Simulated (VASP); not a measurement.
Write the native input for VASP 6.6.1 that does the following.

```yaml
Task: single point
Functional: PBE
Potentials_or_basis: VASP PAW PBE potentials, release 64 (Ag)
Cutoff: 520 eV
k_mesh: 24 × 24 × 6
Occupations: gaussian, width 0.1 eV
Spin: no spin polarisation
Dipole_correction: no
Further_INCAR_settings: ALGO = Fast; EDIFF = 1e-06; NBANDS = 30
```

The structure of Ag lies in POSCAR:

```
Ag
1.0
    2.9636107424      0.0000000000      0.0000000000
   -1.4818053712      2.5665621899      0.0000000000
    0.0000000000      0.0000000000      9.5251059632
Ag
4
Direct
    0.0000000000      0.0000000000      0.0000000000
    0.0000000000      0.0000000000      0.5000000000
    0.3333333333      0.6666666667      0.2500000000
    0.6666666667      0.3333333333      0.7500000000
```

This isn't the form of Ag at room conditions, which is fcc.

This cell differs from its parent crystal: biaxial strain in the a-b plane: +1.0 %.

One way to write it, as run:

INCAR

```
  ALGO = Fast
  EDIFF = 1E-6
  ENCUT = 520
  GGA = PE
  ISIF = 2
  ISMEAR = 0
  LASPH = True
  LCHARG = False
  LREAL = False
  LWAVE = False
  NBANDS = 30
  NELM = 80
  PREC = Accurate
  SIGMA = 0.1
```

KPOINTS

```
k-points
0
Gamma
  24 24 6
```

Potentials or basis: VASP PAW PBE potentials, release 64 (Ag).

The run is started by

```console
$ cat potpaw_PBE.64/Ag/POTCAR > POTCAR
$ mpirun -np 1 vasp_std > vasp.out
```

It gave:

```json
{
 "Pressure": "-1.3 GPa",
 "Band gap on the k mesh": "zero (bands 22 and 23 overlap by 6.26 eV)"
}
```

Caveat: the cell differs from its parent crystal (biaxial strain in the a-b plane: +1.0 %).

Run time: 3 min on 1 thread of Intel(R) Xeon(R) 6975P-C (Granite Rapids) (shared host), peak memory 0.48 GiB.
